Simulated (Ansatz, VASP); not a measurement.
**Two plane-wave programs on Re**

```xyz
1
Lattice="0.0000 1.9550 1.9550 1.9550 0.0000 1.9550 1.9550 1.9550 0.0000" Properties=species:S:1:pos:R:3 pbc="T T T"
Re    0.0000    0.0000    0.0000
```

Change from the starting cell: volume scaled by 0.97, PAW files.

Alike in both runs: task electric field gradients; functional LDA; k mesh 14 × 14 × 14; occupations fermi-dirac, width 0.03 eV; no spin polarisation.

|  | VASP | Ansatz |
| --- | --- | --- |
| version | VASP 6.6.1 | Ansatz 0.2.0 |
| potentials or method | VASP PAW LDA potentials, release 64 (Re) | PAW with Ansatz's default frozen-core files, scalar-relativistic |
| plane-wave cutoff (eV) | 520 | 420 |
| valence electrons in the cell | 7 | 15 |

Ansatz gave:

| Item | Value |
| --- | --- |
| pressure (GPa) | -14.4 |

Task: Estimate VASP's values.

Result: Pressure (GPa): -13.4.

LDA's correlation is that of Perdew and Zunger in VASP and of Perdew and Wang (1992) in Ansatz. VASP's potentials hold 7 valence electrons a cell and Ansatz's 15, so a difference there can come from the potentials and not from the codes.

Neither program's run includes spin-orbit coupling.
